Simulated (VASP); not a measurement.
Set up this calculation in VASP 6.6.1, as the native input.

```yaml
Task: single point
Functional: r2SCAN
Potentials_or_basis: VASP PAW PBE potentials, release 64 (P)
Cutoff: 520 eV
k_mesh: 22 × 22 × 22
Occupations: gaussian, width 0.1 eV
Spin: no spin polarisation
Dipole_correction: no
Further_INCAR_settings: ALGO = Normal; EDIFF = 1e-07; NBANDS = 8
```

P:

```xyz
1
Lattice="2.4373 0.0000 0.0000 0.0000 2.4373 0.0000 0.0487 0.0000 2.4373" Properties=species:S:1:pos:R:3 pbc="T T T"
P     0.0000    0.0000    0.0000
```

This cell differs from its parent crystal: shear of c along a, cell held: +2.0 %.

These files were run (other wordings do the same):

POSCAR

```
P
1.0
    2.4373466997      0.0000000000      0.0000000000
    0.0000000000      2.4373466997      0.0000000000
    0.0487469340      0.0000000000      2.4373466997
P
1
Direct
    0.0000000000      0.0000000000      0.0000000000
```

INCAR.step1

```
SYSTEM = P
  PREC = Accurate
  ENCUT = 520
  ISMEAR = 0
  SIGMA = 0.1
  LREAL = .FALSE.
  LASPH = .TRUE.
  NELM = 80
  NBANDS = 8
  GGA = PE
  ALGO = Normal
  EDIFF = 1E-4
  LWAVE = .TRUE.
  LCHARG = .FALSE.
```

INCAR.step2

```
SYSTEM = P
  PREC = Accurate
  ENCUT = 520
  EDIFF = 1E-7
  ISMEAR = 0
  SIGMA = 0.1
  LREAL = .FALSE.
  LASPH = .TRUE.
  NELM = 80
  ALGO = Normal
  ISIF = 2
  LWAVE = .FALSE.
  LCHARG = .FALSE.
  METAGGA = R2SCAN
  LMIXTAU = .TRUE.
  NBANDS = 8
  ISTART = 1
```

KPOINTS

```
Automatic mesh
0
G
  22 22 22
  0 0 0
```

Potentials or basis: VASP PAW PBE potentials, release 64 (P).

Launch:

```sh
$ cat potpaw_PBE.64/P/POTCAR > POTCAR
$ cp INCAR.step1 INCAR
$ mpirun -np 1 vasp_std > vasp.out
$ cp INCAR.step2 INCAR
$ mpirun -np 1 vasp_std > vasp.out
```

Results of the run:

* Pressure: -0.7 GPa
* Band gap on the k mesh: zero (an odd number of electrons rules out a gap without spin polarisation)

Caveat: the cell differs from its parent crystal (shear of c along a, cell held: +2.0 %); the PAW data sets were made with another functional, which shifts forces and pressure a little; an odd number of electrons without spin polarisation forces a metal; a magnetic or distorted state may lie lower.

It took 12 min on 1 thread of Intel Xeon 8259CL (shared host), peak memory 0.37 GiB.
